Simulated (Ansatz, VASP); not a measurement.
## Two plane-wave programs on TiC

The input INCAR:

```
  PREC = Accurate
  ENCUT = 520
  EDIFF = 1E-6
  ISMEAR = 0
  SIGMA = 0.1
  LREAL = False
  LASPH = True
  NELM = 60
  ALGO = Normal
  ISIF = 2
  LWAVE = False
  LCHARG = False
  GGA = PE
  NBANDS = 15
```

KPOINTS

```
regular mesh
0
Gamma
  16 16 16
```

File POSCAR:

```
TiC
1.0
    0.0000000000      2.2363427247      2.2363427247
    2.2363427247      0.0000000000      2.2363427247
    2.2363427247      2.2363427247      0.0000000000
Ti C
1 1
Direct
    0.0000000000      0.0000000000      0.0000000000
    0.5000000000      0.5000000000      0.5000000000
```

Input for Ansatz:

```yaml
crystal:
  lattice:
    - [0.0, 2.2363427247, 2.2363427247]
    - [2.2363427247, 0.0, 2.2363427247]
    - [2.2363427247, 2.2363427247, 0.0]
  atoms:
    - { symbol: Ti, position: [0.0, 0.0, 0.0] }
    - { symbol: C, position: [0.5, 0.5, 0.5] }
basis:
  ecutwfc: 420
kpoints:
  mp_grid: { grid: [16, 16, 16] }
hamiltonian:
  xc: pbe
scf:
  occupations: { method: gaussian, width: 0.1 }
output:
  forces: true
  stress: true
  eigenvalues: true
```

Alike in both runs: task single point; functional PBE; k mesh 16 × 16 × 16; occupations gaussian, width 0.1 eV; no spin polarisation.

|  | VASP | Ansatz |
| --- | --- | --- |
| version | VASP 6.6.1 | Ansatz 0.2.0 |
| potentials or method | VASP PAW PBE potentials, release 64 (Ti_sv, C), cutoff 520 eV | scalar-relativistic, plane waves, PAW |
| valence electrons in the cell | 16 | 16 |

Ansatz gave:

| Property | Result |
| --- | --- |
| gap on the k mesh at the Fermi level (eV) | none |
| pressure (GPa) | -19.7 |

**Question.** Which values does VASP return?

**Answer.** gap on the k mesh at the Fermi level (eV): none; pressure (GPa): -19.5.

A gap of «none» marks a metal or a gap that the smearing closes. The functional is the same, so the differences come from potentials, cutoffs and numerics.
